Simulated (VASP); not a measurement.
Write the native input for VASP 6.6.1 that does the following.

* Task: single point
* Functional: PBE
* Potentials or basis: VASP PAW PBE potentials, release 64 (Hf_pv)
* Cutoff: 520 eV
* k mesh: 6 × 6 × 3
* Occupations: fermi-dirac, width 0.06 eV
* Spin: no spin polarisation
* Dipole correction: no
* Further INCAR settings: ALGO = Normal; EDIFF = 1e-06; NBANDS = 17

The structure of Hf lies in POSCAR:

```
Hf
1.0
    3.1967000000      0.0000000000      0.0000000000
   -1.5983500000      2.7684234083      0.0000000000
    0.0000000000      0.0000000000      5.0578000000
Hf
2
Direct
    0.6666666667      0.3333333333      0.7500000000
    0.3333333333      0.6666666667      0.2500000000
```

The input as run:

INCAR

```
SYSTEM = Hf
PREC     = Accurate       ! precision mode
ENCUT    = 520            ! plane-wave cutoff, eV
EDIFF    = 1E-6           ! SCF threshold, eV
ISMEAR   = -1             ! smearing method
SIGMA    = 0.06           ! smearing width, eV
LREAL    = .False.        ! projectors in reciprocal space
LASPH    = .True.         ! aspherical terms in the spheres
NELM     = 80             ! most SCF steps
ALGO     = Normal         ! electronic algorithm
ISIF     = 2              ! what is computed and relaxed
LWAVE    = .False.        ! write WAVECAR
LCHARG   = .True.         ! write CHGCAR
GGA      = PE             ! functional
LELF     = .True.         ! ELF
LVHAR    = .True.       
NBANDS   = 17             ! bands
```

KPOINTS

```
regular mesh
0
Gamma
  6 6 3
  0 0 0
```

Potentials or basis: VASP PAW PBE potentials, release 64 (Hf_pv).

Launch:

```sh
$ cat potpaw_PBE.64/Hf_pv/POTCAR > POTCAR
$ mpirun -np 1 vasp_std > vasp.out
```

It gave:

```
Pressure               : 0.9 GPa
Band gap on the k mesh : zero (band 10 reaches 6.09 eV, above the bottom of band 11 at 4.83 eV)
```

Caveat: the k points lie up to 0.41 Å⁻¹ apart; spin-orbit coupling is left out, which moves the levels of the heavy elements.

Run time: 4.5 s on 1 thread of Intel(R) Xeon(R) 6975P-C (Granite Rapids), on a shared host, peak memory 0.15 GiB.
